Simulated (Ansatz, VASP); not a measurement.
**Two plane-wave programs on Si2Mo**

```
Si Mo
1.0
     1.66489   -4.35828    0.00000
     1.66489    4.35828    0.00000
     0.00000    0.00000    6.14300
Si Mo
4 2
Direct
  0.40461 0.59539 0.02088
  0.59539 0.40461 0.52088
  0.19419 0.80581 0.79286
  0.80581 0.19419 0.29286
  0.91364 0.08636 0.68637
  0.08636 0.91364 0.18637
```

Change from the starting cell: the structure that the rattled cell fell into.

Alike in both runs: functional PBE; k mesh 12 × 12 × 6; occupations gaussian, width 0.1 eV; no spin polarisation.

Ansatz relaxed the structure, and its values are those at the end. VASP's run is a single point on that final structure, the one shown.

|  | VASP | Ansatz |
| --- | --- | --- |
| version | VASP 6.6.1 | Ansatz 0.2.0 |
| potentials or method | VASP PAW PBE potentials, release 64 (Si, Mo_sv), cutoff 520 eV | scalar-relativistic, plane waves, PAW |
| valence electrons in the cell | 44 | 44 |

|  | VASP | Ansatz | Ansatz less VASP |
| --- | --- | --- | --- |
| gap on the k mesh at the Fermi level (eV) | none | none | - |
| pressure (GPa) | 0.1 | 0.0 | -0.10 |
| rms of the force components (eV/Å) | 0.005 | 0.002 | -0.0027 |

A gap of «none» marks a metal or a gap that the smearing closes.
